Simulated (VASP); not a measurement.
As:

```xyz
1
Lattice="2.7037 0.0000 0.0000 0.0000 2.7037 0.0000 0.0000 0.0000 2.7037" Properties=species:S:1:pos:R:3 pbc="T T T"
As    0.0000    0.0000    0.0000
```

```yaml
Program: VASP 6.6.1
Task: relaxation of cell and atoms
Functional: revPBE
Potentials_or_basis: VASP PAW PBE potentials, release 64 (As)
Cutoff: 600 eV
k_mesh: 12 × 12 × 12
Occupations: fermi-dirac, width 0.1 eV
Spin: no spin polarisation
```

At the start: pressure 4.0 GPa; volume 19.76 Å³/atom.

Question: How do energy, volume and symmetry change on relaxing?

Answer: Over 3 steps the energy falls by 12.1 meV/atom and the volume is 20.78 Å³/atom (+5.1 %); space group Pm-3m (No. 221, to 0.05 Å).

The path:
```
step  energy change (eV)  largest force (eV/Å)  pressure (GPa)  volume (Å³)
   1              0.0000                0.0000            4.00        19.76
   2             -0.0101                0.0000           -1.42        21.21
   3             -0.0121                0.0000            0.01        20.78
```

Final structure:
```
As
1.0
     2.74908    0.00000    0.00000
     0.00000    2.74908    0.00000
     0.00000    0.00000    2.74908
As
1
Direct
  0.00000 0.00000 0.00000
```

Caveat: the PAW data sets were made with another functional, which shifts forces and pressure a little.
